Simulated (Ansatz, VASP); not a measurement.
# TaN: VASP beside Ansatz

Contents of POSCAR:

```
TaN
1.0
    0.0000000000      2.1790000000      2.1790000000
    2.1790000000      0.0000000000      2.1790000000
    2.1790000000      2.1790000000      0.0000000000
Ta N
1 1
Direct
    0.5172097292      0.5172097292      0.4827902708
    0.0000000000      0.0000000000      0.0000000000
```

The input INCAR.step1:

```
SYSTEM = TaN
PREC = Accurate ; ENCUT = 520
ISMEAR = 0 ; SIGMA = 0.15
LREAL = .FALSE. ; LASPH = .TRUE.
NELM = 100 ; NBANDS = 15
GGA = PE ; ALGO = Normal
EDIFF = 1E-4 ; LWAVE = .TRUE.
LCHARG = .FALSE.
```

INCAR.step2

```
SYSTEM = TaN
PREC = Accurate ; ENCUT = 520
EDIFF = 1E-6 ; ISMEAR = 0
SIGMA = 0.15 ; LREAL = .FALSE.
LASPH = .TRUE. ; NELM = 100
ALGO = Normal ; ISIF = 2
LWAVE = .FALSE. ; LCHARG = .FALSE.
METAGGA = R2SCAN ; LMIXTAU = .TRUE.
NBANDS = 15 ; ISTART = 1
```

File KPOINTS:

```
regular mesh
0
G
  18 18 18
  0 0 0
```

Input for Ansatz:

```yaml
crystal:
  lattice:
    - [0.0, 2.179, 2.179]
    - [2.179, 0.0, 2.179]
    - [2.179, 2.179, 0.0]
  atoms:
    - { symbol: Ta, position: [0.5172097292, 0.5172097292, 0.4827902708] }
    - { symbol: "N", position: [0.0, 0.0, 0.0] }
basis:
  ecutwfc: 500
kpoints:
  mp_grid: { grid: [18, 18, 18] }
hamiltonian:
  xc: r2scan
scf:
  occupations: { method: gaussian, width: 0.15 }
output:
  forces: true
  stress: true
  eigenvalues: true
```

Change from the starting cell: all Ta atoms moved +0.075 Å, as atom 1 along Cartesian [0 0 1].

Alike in both runs: task single point; functional r2SCAN; k mesh 18 × 18 × 18; occupations gaussian, width 0.15 eV; no spin polarisation.

|  | VASP | Ansatz |
| --- | --- | --- |
| version | VASP 6.6.1 | Ansatz 0.2.0 |
| potentials or method | VASP PAW PBE potentials, release 64 (Ta_pv, N), cutoff 520 eV | scalar-relativistic, plane waves, PAW |
| valence electrons in the cell | 16 | 18 |

|  | VASP | Ansatz | Ansatz less VASP |
| --- | --- | --- | --- |
| gap on the k mesh at the Fermi level (eV) | none | none | - |
| pressure (GPa) | 12.9 | 10.8 | -2.15 |
| traceless stress, the component that is largest in VASP (GPa) | 2.05 | 1.99 | -0.058 |
| rms of the force components (eV/Å) | 0.386 | 0.397 | +0.0106 |

VASP's potentials were made for PBE, not for r2SCAN. Atom by atom the forces differ by 0.011 eV/Å (rms over components). A gap of «none» marks a metal or a gap that the smearing closes. VASP's potentials hold 16 valence electrons a cell and Ansatz's 18, so a difference there can come from the potentials and not from the codes.

Neither program's run includes spin-orbit coupling.
